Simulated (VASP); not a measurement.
Runs of VASP 6.6.1 on Cu. The structure is that of space group Fm-3m (No. 225), or close to it. The cells are those of the table. 

```tsv
task	cell	cutoff (eV)	gap on the mesh (eV)	pressure (GPa)
relaxation of cell and atoms	relaxed from a = 2.556 Å, angles 60.0°, 1 atom	600	none	0.0
single point	a = 2.460 Å, angles 60.0°, 1 atom	520	none	7.9
single point	a = 2.484 Å, angles 60.0°, 1 atom	520	none	(a)
single point	a = 2.488 Å, angles 60.0°, 1 atom	520	none	0.9
single point	a = 2.449 Å, angles 60.0°, 1 atom	520	none	10.9
```

Alike in all rows: level LDA; potentials or basis VASP PAW LDA potentials, release 64 (Cu); no spin polarisation; k mesh 26 × 26 × 26; smearing fermi-dirac 0.1 eV.

Problem. Fill in the values left out.

Solution. (a) 1.9.

A gap of «none» marks levels without a gap at the run's occupations.
